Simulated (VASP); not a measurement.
# Be (Fd-3m) in VASP: further runs

Be is run at these levels: PBEsol; tasks: single point.

Everything below comes from runs of VASP 6.6.1. Logs are shortened: lines on timing, memory, paths and dates and some standing lists are left out, and cuts for length are marked.

## 1. The cell of the first run

Symmetry: Fd-3m, No. 227, cubic system. Conventional cell: a = 3.164 Å, b = 3.164 Å, c = 3.164 Å, α = 90.00°, β = 90.00°, γ = 90.00°. Within 1.8 Å of Be (site symmetry -43m) lie 4 Be at 1.37 Å.

## 2. Single point, PBEsol

The input, INCAR:

```
SYSTEM = Be
PREC     = Accurate       ! precision mode
ENCUT    = 520            ! plane-wave cutoff, eV
EDIFF    = 1E-6           ! SCF threshold, eV
ISMEAR   = -1             ! smearing method
SIGMA    = 0.05           ! smearing width, eV
LREAL    = .FALSE.        ! projectors in reciprocal space
LASPH    = .TRUE.         ! aspherical terms in the spheres
NELM     = 80             ! most SCF steps
ALGO     = Normal         ! electronic algorithm
ISIF     = 2              ! what is computed and relaxed
LWAVE    = .FALSE.        ! write WAVECAR
LCHARG   = .FALSE.        ! write CHGCAR
GGA      = PS             ! functional
NBANDS   = 9              ! bands
```

The input, KPOINTS:

```
Automatic mesh
0
G
  21 21 21
  0 0 0
```

The input, POSCAR:

```
Be
1.0
    0.0000000000      1.5820988493      1.5820988493
    1.5820988493      0.0000000000      1.5820988493
    1.5820988493      1.5820988493      0.0000000000
Be
2
Direct
   -0.1250000000     -0.1250000000     -0.1250000000
    0.1250000000      0.1250000000      0.1250000000
```

Potentials or basis: VASP PAW PBE potentials, release 64 (Be).

On the command line:

```sh
$ cat potpaw_PBE.64/Be/POTCAR > POTCAR
$ mpirun -np 1 vasp_std > vasp.out
```

OUTCAR:

```text
SYSTEM = Be
   PREC = Accurate
   ENCUT = 520
   EDIFF = 1E-6
   ISMEAR = -1
   LREAL = .FALSE.
   LASPH = .TRUE.
   NELM = 80
   ISIF = 2
   GGA = PS

 ion  position               nearest neighbor table
   1  0.875  0.875  0.875-   2 1.37   2 1.37   2 1.37   2 1.37
   2  0.125  0.125  0.125-   1 1.37   1 1.37   1 1.37   1 1.37

  LATTYP: Found a face centered cubic cell.
 ALAT       =     3.1641976986

  Lattice vectors:

 A1 = (   0.0000000000,   1.5820988493,   1.5820988493)
 A2 = (   1.5820988493,   0.0000000000,   1.5820988493)
 A3 = (   1.5820988493,   1.5820988493,   0.0000000000)

Analysis of symmetry for initial positions (statically):
=====================================================================
 Subroutine PRICEL returns:
 Original cell was already a primitive cell.

 Routine SETGRP: Setting up the symmetry group for a
 face centered cubic supercell.

 Subroutine GETGRP returns: Found 48 space group operations
 (whereof 12 operations were pure point group operations)
 out of a pool of 48 trial point group operations.

The static configuration has the point symmetry D_3d.
 The point group associated with its full space group is O_h .

Analysis of symmetry for dynamics (positions and initial velocities):
=====================================================================
 Subroutine PRICEL returns:
 Original cell was already a primitive cell.

 Routine SETGRP: Setting up the symmetry group for a
 face centered cubic supercell.

 Subroutine GETGRP returns: Found 48 space group operations
 (whereof 12 operations were pure point group operations)
 out of a pool of 48 trial point group operations.

The dynamic configuration has the point symmetry D_3d.
 The point group associated with its full space group is O_h .

 Subroutine INISYM returns: Found 48 space group operations
 (whereof 12 operations are pure point group operations),
 and found     1 'primitive' translations

----------------------------------------------------------------------------------------

                                     Primitive cell

  volume of cell :       7.9201

  direct lattice vectors                    reciprocal lattice vectors
     0.000000000  1.582098849  1.582098849    -0.316035879  0.316035879  0.316035879
     1.582098849  0.000000000  1.582098849     0.316035879 -0.316035879  0.316035879
     1.582098849  1.582098849  0.000000000     0.316035879  0.316035879 -0.316035879

  length of vectors
[... 88 lines left out ...]
   ISIF   =      2    stress and relaxation
   ISYM   =      2    0-nonsym 1-usesym 2-fastsym
   POTIM  = 0.5000    time-step for ionic-motion
   TEBEG  =    0.0;   TEEND  =   0.0 temperature during run
   PSTRESS=    0.0 pullay stress
   NELECT =       4.0000    total number of electrons
   NUPDOWN=      -1.0000    fix difference up-down
   EMIN   =  10.00;   EMAX   =-10.00  energy-range for DOS
   EFERMI =   0.00;   METHOD = LEGACY
   ISMEAR =    -1;   SIGMA  =   0.05  broadening in eV -4-tet -1-fermi 0-gaus
   EFERMI_NEDOS =   21; number of points for ismear=-14 and -15
   IALGO  =     38    algorithm
   IMIX   =      4    mixing-type and parameters
     AMIX     =   0.40;   BMIX     =  1.00
     AMIX_MAG =   1.60;   BMIX_MAG =  1.00
  volume/ion in A,a.u.               =       3.96        26.72
  Fermi-wavevector in a.u.,A,eV,Ry     =   1.303721  2.463675 23.125653  1.699688
  Thomas-Fermi vector in A             =   2.434704
   LORBIT       =      0    0 simple, 1 ext, 2 COOP (PROOUT), +10 PAW based schemes
   GGA     = PS    functional components
   LHFCALC =     F    Hartree Fock is set to
   AEXX    =    0.0000 exact exchange contribution
   IVDW    =     0    specifies the selected vdW correction
   LEPSILON=     F    determine dielectric tensor
   LRPA    =     F    only Hartree local field effects (RPA)
 non-spin polarized calculation
  energy-cutoff  :      520.00
  volume of cell :        7.92
 maximum number of plane-waves:       222
 NGX is ok and might be reduce to    18
   NGX =  9   NGY =  9   NGZ =  9

 number of electron       4.0000000 magnetization

 Free energy of the ion-electron system (eV)
  ---------------------------------------------------
  ext. energy  EPLUGINS =         0.00000000
  ---------------------------------------------------
  free energy    TOTEN  =         7.59099765 eV

  energy without entropy =        7.59787704  energy(sigma->0) =        7.59443734

 E-fermi :  14.4262     XC(G=0): -13.1115

 val. band max:       14.4243737042   @ k =  -0.2857   0.4762   0.2381
 cond. band min:      14.4323378870   @ k =  -0.2857   0.4762   0.1905
 fundamental gap:      0.0079641828
 Fermi energy:        14.4262376880

 k-point     1 :       0.0000    0.0000    0.0000
  band No.  band energies     occupation
      1      -0.1959      2.00000
      2      25.5505      0.00000
      3      25.5505      0.00000
      4      25.5505      0.00000
      5      29.4974      0.00000
      6      29.4974      0.00000
      7      29.4974      0.00000
      8      47.9427      0.00000
      9      48.5360      0.00000
[... 265 lines left out ...]
 k-point    24 :      -0.3810    0.0476    0.0000
  band No.  band energies     occupation
      1       2.4174      2.00000
      2      12.0794      2.00000
      3      20.2554      0.00000
      4      21.2481      0.00000
      5      31.0714      0.00000
      6      31.3638      0.00000
      7      38.4132      0.00000
      8      43.9831      0.00000
      9      47.8957      0.00000

 [... further k-points ...]

------------------------ aborting loop because EDIFF is reached ----------------------------------------

  FORCE on cell =-STRESS in cart. coord.  units (eV):
  Direction    XX          YY          ZZ          XY          YZ          ZX
  --------------------------------------------------------------------------------------
  -------------------------------------------------------------------------------------
  Total       23.6592865     23.6592865     23.6592865     -0.0000000     -0.0000000     -0.0000000
  in kB     4786.0957865   4786.0957865   4786.0957865     -0.0000000     -0.0000000     -0.0000000
  external PRESSURE =    4786.0957865 kB  Pullay stress =       0.0000000 kB

 VOLUME and BASIS-vectors are now :
 -----------------------------------------------------------------------------
  energy-cutoff  :      520.00
  volume of cell :        7.92
      direct lattice vectors                 reciprocal lattice vectors
     0.000000000  1.582098849  1.582098849    -0.316035879  0.316035879  0.316035879
     1.582098849  0.000000000  1.582098849     0.316035879 -0.316035879  0.316035879
     1.582098849  1.582098849  0.000000000     0.316035879  0.316035879 -0.316035879

 POSITION                                       TOTAL-FORCE (eV/Angst)
 -----------------------------------------------------------------------------------
      2.76867      2.76867      2.76867        -0.000000     -0.000000     -0.000000
      0.39552      0.39552      0.39552         0.000000      0.000000      0.000000
 -----------------------------------------------------------------------------------
    total drift:                                0.000000      0.000000     -0.000000

  FREE ENERGIE OF THE ION-ELECTRON SYSTEM (eV)
  ---------------------------------------------------
  free  energy   TOTEN  =         7.5909976467 eV

  energy  without entropy=        7.5978770406  energy(sigma->0) =        7.59443734
```

It took 15 s on 1 thread of AMD EPYC 7R13 (Zen 3), shared host; peak memory 0.1 GiB.

What came out:

| Quantity | Value |
| --- | --- |
| Free energy | 7.5910 eV |
| Pressure | 478.6 GPa |
| Band gap on the k mesh | zero (band 2 reaches 25.55 eV, above the bottom of band 3 at 13.74 eV) |

Caveat: the PAW data sets were made with another functional, which shifts forces and pressure a little.

## 3. Single point, PBEsol

This run uses another cell than the first one, of 3.97 Å³/atom, 1.002 times its volume.

The input, INCAR:

```
PREC = Accurate
ENCUT = 520
EDIFF = 1E-6
ISMEAR = -1
SIGMA = 0.05
LREAL = F
LASPH = T
NELM = 100
ALGO = Normal
ISIF = 2
LWAVE = F
LCHARG = F
GGA = PS
NBANDS = 9
```

The input, KPOINTS:

```
Automatic mesh
0
Gamma
  21 21 21
```

The input, POSCAR:

```
Be
1.0
    0.0000000000      1.5831667914      1.5831667914
    1.5831667914      0.0000000000      1.5831667914
    1.5831667914      1.5831667914      0.0000000000
Be
2
Direct
   -0.1250000000     -0.1250000000     -0.1250000000
    0.1250000000      0.1250000000      0.1250000000
```

Potentials or basis: VASP PAW PBE potentials, release 64 (Be).

On the command line:

```sh
$ cat potpaw_PBE.64/Be/POTCAR > POTCAR
$ mpirun -np 1 vasp_std > vasp.out
```

Run time: 16 s. Hardware: 1 thread of AMD EPYC 7R13 (Zen 3), shared host; peak memory 0.09 GiB.

Results (log left out):

```yaml
Free_energy: 7.5432 eV
Pressure: 476.4 GPa
Band_gap_on_the_k_mesh: zero (band 2 reaches 25.51 eV, above the bottom of band 3 at 13.70 eV)
```

Levels at points of the mesh, in eV from the Fermi level:
```csv
k point,band 1,band 2,band 3,band 4,band 5
"(0.00, 0.00, 0.00)",-14.61,11.11,11.11,11.11,15.06
```

Caveat: the PAW data sets were made with another functional, which shifts forces and pressure a little.
